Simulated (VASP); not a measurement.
# Nb (Immm) in VASP: single point with r2SCAN

Aim: the single point of Nb with r2SCAN.

All numbers are computed with VASP 6.6.1; they aren't measurements. Logs are shortened: lines on timing, memory, paths and dates and some standing lists are left out, and cuts for length are marked.

### Step 1. The cell of the first run

It takes space group Immm (No. 71, orthorhombic). The conventional cell has a = 2.879 Å, b = 3.103 Å, c = 4.230 Å, α = 90.00°, β = 90.00°, γ = 90.00°. Nb (site symmetry mmm) has 12 Nb at 2.88 to 3.10 Å within 3.8 Å.

### Step 2. Single point, r2SCAN (strain +0.0750 x Voigt [0, 0, 0, 0, 0, 1])

Contents of POSCAR:

```
Nb
1.0
    0.0793125000      2.1150000000      2.1150000000
    2.1150000000      0.0793125000      2.1150000000
    2.1943125000      2.1943125000      0.0000000000
Nb
1
Direct
    0.0000000000      0.0000000000      0.0000000000
```

Contents of INCAR.step1:

```
PREC = Accurate
ENCUT = 520
ISMEAR = 0
SIGMA = 0.15
LREAL = F
LASPH = T
NELM = 100
NBANDS = 12
GGA = PE
ALGO = Normal
EDIFF = 1E-4
LWAVE = T
LCHARG = F
```

Contents of INCAR.step2:

```
PREC = Accurate
ENCUT = 520
EDIFF = 1E-6
ISMEAR = 0
SIGMA = 0.15
LREAL = F
LASPH = T
NELM = 100
ALGO = Normal
ISIF = 2
LWAVE = F
LCHARG = T
METAGGA = R2SCAN
LMIXTAU = T
LELF = T
LVHAR = T
NBANDS = 12
ISTART = 1
```

Contents of KPOINTS:

```
regular mesh
0
Gamma
  20 20 20
```

Potentials or basis: VASP PAW PBE potentials, release 64 (Nb_sv).

Started as:

```bash
$ cat potpaw_PBE.64/Nb_sv/POTCAR > POTCAR
$ cp INCAR.step1 INCAR
$ mpirun -np 1 vasp_std > vasp.out
$ cp INCAR.step2 INCAR
$ mpirun -np 1 vasp_std > vasp.out
```

OUTCAR:

```text
PREC = Accurate
   ENCUT = 520
   EDIFF = 1E-6
   ISMEAR = 0
   LREAL = F
   LASPH = T
   NELM = 100
   ISIF = 2
   METAGGA = R2SCAN
   ISTART = 1

 ion  position               nearest neighbor table
   1  0.000  0.000  0.000-

  LATTYP: Found a body centered orthorhombic cell.
 ALAT       =     2.8788968713
 B/A-ratio  =     1.0779220779
 C/A-ratio  =     1.4693127921

  Lattice vectors:

 A1 = (   2.1150000000,   0.0793125000,  -2.1150000000)
 A2 = (  -2.1150000000,  -0.0793125000,  -2.1150000000)
 A3 = (   0.0793125000,   2.1150000000,   2.1150000000)

Analysis of symmetry for initial positions (statically):
=====================================================================
 Subroutine PRICEL returns:
 Original cell was already a primitive cell.

 Routine SETGRP: Setting up the symmetry group for a
 body centered orthorhombic supercell.

 Subroutine GETGRP returns: Found  8 space group operations
 (whereof  8 operations were pure point group operations)
 out of a pool of  8 trial point group operations.

The static configuration has the point symmetry D_2h.

Analysis of symmetry for dynamics (positions and initial velocities):
=====================================================================
 Subroutine PRICEL returns:
 Original cell was already a primitive cell.

 Routine SETGRP: Setting up the symmetry group for a
 body centered orthorhombic supercell.

 Subroutine GETGRP returns: Found  8 space group operations
 (whereof  8 operations were pure point group operations)
 out of a pool of  8 trial point group operations.

The dynamic configuration has the point symmetry D_2h.

 Subroutine INISYM returns: Found  8 space group operations
 (whereof  8 operations are pure point group operations),
 and found     1 'primitive' translations

----------------------------------------------------------------------------------------

                                     Primitive cell

  volume of cell :      18.8951

  direct lattice vectors                    reciprocal lattice vectors
     0.079312500  2.115000000  2.115000000    -0.245617267  0.245617267  0.236406619
     2.115000000  0.079312500  2.115000000     0.245617267 -0.245617267  0.236406619
     2.194312500  2.194312500  0.000000000     0.227861802  0.227861802 -0.236406619

  length of vectors
     2.992113045  2.992113045  3.103226498     0.420171124  0.420171124  0.399662472

  position of ions in fractional coordinates (direct lattice)
[... 83 lines left out ...]
   ISIF   =      2    stress and relaxation
   ISYM   =      2    0-nonsym 1-usesym 2-fastsym
   POTIM  = 0.5000    time-step for ionic-motion
   TEBEG  =    0.0;   TEEND  =   0.0 temperature during run
   PSTRESS=    0.0 pullay stress
   NELECT =      13.0000    total number of electrons
   NUPDOWN=      -1.0000    fix difference up-down
   EMIN   =  10.00;   EMAX   =-10.00  energy-range for DOS
   EFERMI =   0.00;   METHOD = LEGACY
   ISMEAR =     0;   SIGMA  =   0.15  broadening in eV -4-tet -1-fermi 0-gaus
   EFERMI_NEDOS =   21; number of points for ismear=-14 and -15
   IALGO  =     38    algorithm
   IMIX   =      4    mixing-type and parameters
     AMIX     =   0.40;   BMIX     =  1.00
     AMIX_MAG =   1.60;   BMIX_MAG =  1.00
  volume/ion in A,a.u.               =      18.90       127.51
  Fermi-wavevector in a.u.,A,eV,Ry     =   1.445238  2.731103 28.418654  2.088712
  Thomas-Fermi vector in A             =   2.563442
   LORBIT       =      0    0 simple, 1 ext, 2 COOP (PROOUT), +10 PAW based schemes
   METAGGA = R2SCAN    functional components
   LHFCALC =     F    Hartree Fock is set to
   AEXX    =    0.0000 exact exchange contribution
   IVDW    =     0    specifies the selected vdW correction
   LEPSILON=     F    determine dielectric tensor
   LRPA    =     F    only Hartree local field effects (RPA)
 non-spin polarized calculation
 Gauss-broadening in eV      SIGMA  =   0.15
  energy-cutoff  :      520.00
  volume of cell :       18.90
 maximum number of plane-waves:       528
   NGX = 11   NGY = 11   NGZ = 11

 number of electron      13.0000000 magnetization

 Free energy of the ion-electron system (eV)
  ---------------------------------------------------
  ext. energy  EPLUGINS =         0.00000000
  ---------------------------------------------------
  free energy    TOTEN  =       -24.52845899 eV

  energy without entropy =      -24.51179494  energy(sigma->0) =      -24.52012697

 E-fermi :  10.8358     XC(G=0): -13.3372

 val. band max:       10.8355499944   @ k =  -0.4500   0.3500   0.1000
 cond. band min:      10.8360440075   @ k =   0.3500   0.2500   0.1500
 fundamental gap:      0.0004940130
 Fermi energy:        10.8358163365

 k-point     1 :       0.0000    0.0000    0.0000
  band No.  band energies     occupation
      1     -45.7428      2.00000
      2     -20.4737      2.00000
      3     -20.3947      2.00000
      4     -20.2787      2.00000
      5       4.2889      2.00000
      6      10.4164      1.99992
      7      10.8818      0.66456
      8      11.6788      0.00000
      9      13.8848      0.00000
     10      13.9070      0.00000
     11      23.1006      0.00000
     12      27.4547      0.00000
[... 331 lines left out ...]
 k-point    24 :      -0.3500    0.0500    0.0000
  band No.  band energies     occupation
      1     -45.5359      2.00000
      2     -21.4819      2.00000
      3     -20.5917      2.00000
      4     -20.5777      2.00000
      5       6.9853      2.00000
      6      10.6125      1.96472
      7      11.0500      0.04341
      8      11.4410      0.00000
      9      14.3057      0.00000
     10      15.6775      0.00000
     11      22.4265      0.00000
     12      25.4300      0.00000

 [... further k-points ...]

------------------------ aborting loop because EDIFF is reached ----------------------------------------

  FORCE on cell =-STRESS in cart. coord.  units (eV):
  Direction    XX          YY          ZZ          XY          YZ          ZX
  --------------------------------------------------------------------------------------
  -------------------------------------------------------------------------------------
  Total       -0.2969845     -0.2969845     -0.3101708      0.2354165      0.0000000      0.0000000
  in kB      -25.1822399    -25.1822399    -26.3003532     19.9616982      0.0000000      0.0000000
  external PRESSURE =     -25.5549443 kB  Pullay stress =       0.0000000 kB

 VOLUME and BASIS-vectors are now :
 -----------------------------------------------------------------------------
  energy-cutoff  :      520.00
  volume of cell :       18.90
      direct lattice vectors                 reciprocal lattice vectors
     0.079312500  2.115000000  2.115000000    -0.245617267  0.245617267  0.236406619
     2.115000000  0.079312500  2.115000000     0.245617267 -0.245617267  0.236406619
     2.194312500  2.194312500  0.000000000     0.227861802  0.227861802 -0.236406619

 POSITION                                       TOTAL-FORCE (eV/Angst)
 -----------------------------------------------------------------------------------
      0.00000      0.00000      0.00000         0.000000      0.000000      0.000000
 -----------------------------------------------------------------------------------
    total drift:                                0.000000      0.000000      0.000000

  FREE ENERGIE OF THE ION-ELECTRON SYSTEM (eV)
  ---------------------------------------------------
  free  energy   TOTEN  =       -24.5284589940 eV

  energy  without entropy=      -24.5117949396  energy(sigma->0) =      -24.52012697
```

OSZICAR.step1:

```text
N       E                     dE             d eps       ncg     rms          rms(c)
DAV:   1     0.116856572178E+03    0.11686E+03   -0.72584E+03 28112   0.107E+03
DAV:   2    -0.549838476680E+01   -0.12235E+03   -0.11804E+03 30220   0.387E+02
DAV:   3    -0.100588122520E+02   -0.45604E+01   -0.43534E+01 40344   0.655E+01
DAV:   4    -0.103558011302E+02   -0.29699E+00   -0.29478E+00 39496   0.153E+01
DAV:   5    -0.103678433351E+02   -0.12042E-01   -0.12033E-01 41340   0.251E+00    0.660E+00
DAV:   6    -0.995786026275E+01    0.40998E+00   -0.64767E-01 44616   0.100E+01    0.233E+00
DAV:   7    -0.990889684227E+01    0.48963E-01   -0.19614E-01 46224   0.547E+00    0.994E-01
DAV:   8    -0.991348177744E+01   -0.45849E-02   -0.12725E-02 33696   0.147E+00    0.495E-02
DAV:   9    -0.991352978909E+01   -0.48012E-04   -0.97792E-04 47240   0.323E-01
   1 F= -.99135298E+01 E0= -.99044281E+01  d E =-.182034E-01
```

Wall time 4.7 min (1 thread of Intel Xeon 6975P-C (Granite Rapids), shared host); peak memory 0.36 GiB.

Results:

```
Free energy            : -24.5285 eV
Pressure               : -2.6 GPa
Band gap on the k mesh : zero (an odd number of electrons rules out a gap without spin polarisation)
```

Caveat: the cell differs from its parent crystal (strain +0.0750 x Voigt [0, 0, 0, 0, 0, 1]); the PAW data sets were made with another functional, which shifts forces and pressure a little.
